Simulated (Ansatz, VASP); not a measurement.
One calculation of Se, two programs

```
Se
1.0
     3.75605    0.00000    0.00000
    -1.87802    3.25283    0.00000
     0.00000    0.00000    3.88759
Se
2
Cartesian
  0.0000 2.1686 0.9719
  1.8780 1.0843 2.9157
```

Change from the starting cell: volume scaled by 1.06.

Alike in both runs: task single point; functional PBE; k mesh 19 × 19 × 10; occupations fermi-dirac, width 0.03 eV; no spin polarisation.

|  | VASP | Ansatz |
| --- | --- | --- |
| version | VASP 6.6.1 | Ansatz 0.2.0 |
| potentials or method | VASP PAW PBE potentials, release 64 (Se), cutoff 520 eV | all-electron LAPW, scalar-relativistic |

|  | VASP | Ansatz | Ansatz less VASP |
| --- | --- | --- | --- |
| pressure (GPa) | -3.4 | -3.4 | -0.01 |
| traceless stress, the component that is largest in VASP (GPa) | -1.23 | -1.23 | -0.003 |

Ansatz ran all-electron here, and VASP with PAW potentials.
